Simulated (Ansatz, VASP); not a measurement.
## Two plane-wave programs on Cu6H

```xyz
14
Lattice="5.1332 0.0000 0.0000 0.0000 5.1332 0.0000 0.0000 0.0000 21.5289" Properties=species:S:1:pos:R:3 pbc="T T T"
Cu    1.2833    1.2833    4.0000
Cu    1.2833    3.8499    4.0000
Cu    3.8499    1.2833    4.0000
Cu    3.8499    3.8499    4.0000
Cu    0.0000    0.0000    5.7645
Cu    0.0000    2.5666    5.7645
Cu    2.5666    0.0000    5.7645
Cu    2.5666    2.5666    5.7645
Cu    1.2833    1.2833    7.5289
Cu    1.2833    3.8499    7.5289
Cu    3.8499    1.2833    7.5289
Cu    3.8499    3.8499    7.5289
H     0.9583    5.1332   11.1289
H     1.6083    5.1332   11.1289
```

Alike in both runs: task single point; functional PBE; k mesh 5 × 5 × 1; occupations gaussian, width 0.1 eV; no spin polarisation.

```csv
,VASP,Ansatz
version,VASP 6.6.1,Ansatz 0.2.0
potentials or method,"VASP PAW PBE potentials, release 64 (Cu, H), cutoff 520 eV","scalar-relativistic, plane waves, PAW"
valence electrons in the cell,134,230
```

```csv
,VASP,Ansatz,Ansatz less VASP
gap on the k mesh at the Fermi level (eV),none,none,-
rms of the force components (eV/Å),1.066,1.059,-0.0075
```

Atom by atom the forces differ by 0.014 eV/Å (rms over components). A gap of «none» marks a metal or a gap that the smearing closes. The functional is the same, so the differences come from potentials, cutoffs and numerics. VASP's potentials hold 134 valence electrons a cell and Ansatz's 230, so a difference there can come from the potentials and not from the codes.
